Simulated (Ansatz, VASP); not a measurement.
## Zn in VASP and in Ansatz

The input INCAR:

```
SYSTEM = Zn
  PREC = Accurate
  ENCUT = 520
  EDIFF = 1E-6
  ISMEAR = -1
  SIGMA = 0.1
  LREAL = .False.
  LASPH = .True.
  NELM = 100
  ALGO = Normal
  ISIF = 2
  LWAVE = .False.
  LCHARG = .False.
  GGA = RE
  NBANDS = 19
```

Contents of KPOINTS:

```
Automatic mesh
0
Gamma
  17 17 8
  0 0 0
```

Contents of POSCAR:

```
Zn
1.0
   -2.1029287701      1.7625931275      1.3873329652
    1.7625931275     -2.1029287701      1.3873329652
    3.5143318350      3.5143318350     -2.0106583180
Zn
2
Direct
    0.9471678800      0.0528321200      0.0000000000
    0.8028321200      0.1971678800      0.5000000000
```

Input for Ansatz:

```yaml
crystal:
  lattice:
    - [-2.1029287701, 1.7625931275, 1.3873329652]
    - [1.7625931275, -2.1029287701, 1.3873329652]
    - [3.514331835, 3.514331835, -2.010658318]
  atoms:
    - { symbol: Zn, position: [0.94716788, 0.05283212, 0.0] }
    - { symbol: Zn, position: [0.80283212, 0.19716788, 0.5] }
hamiltonian:
  xc: revpbe
  pseudopotentials:
    kind: paw
    azcp:
      Zn: "pseudopotentials/Zn.paw.azcp"
basis:
  ecutwfc: 420
  fft_grid_basis: typed
kpoints:
  mp_grid: { grid: [17, 17, 8], shift: [0, 0, 0] }
magnetization:
  spin_polarized: false
scf:
  occupations: { method: fermi_dirac, width: 0.1 }
  lower_state_search: "off"
output:
  stress: true
  write_density: true
  write_potential: true
  elf: true
  volumetric_format: npy
```

Alike in both runs: task single point; functional revPBE; k mesh 17 × 17 × 8; occupations fermi-dirac, width 0.1 eV; no spin polarisation.

```csv
,VASP,Ansatz
version,VASP 6.6.1,Ansatz 0.2.0
potentials or method,"VASP PAW PBE potentials, release 64 (Zn), cutoff 520 eV","plane waves (420 eV) with PAW, scalar-relativistic"
valence electrons in the cell,24,24
```

```tsv
	VASP	Ansatz	Ansatz less VASP
pressure (GPa)	-5.0	-5.2	-0.20
traceless stress, the component that is largest in VASP (GPa)	-0.49	-0.53	-0.039
```

VASP's potentials were made for PBE, not for revPBE. The functional is the same, so the differences come from potentials, cutoffs and numerics.
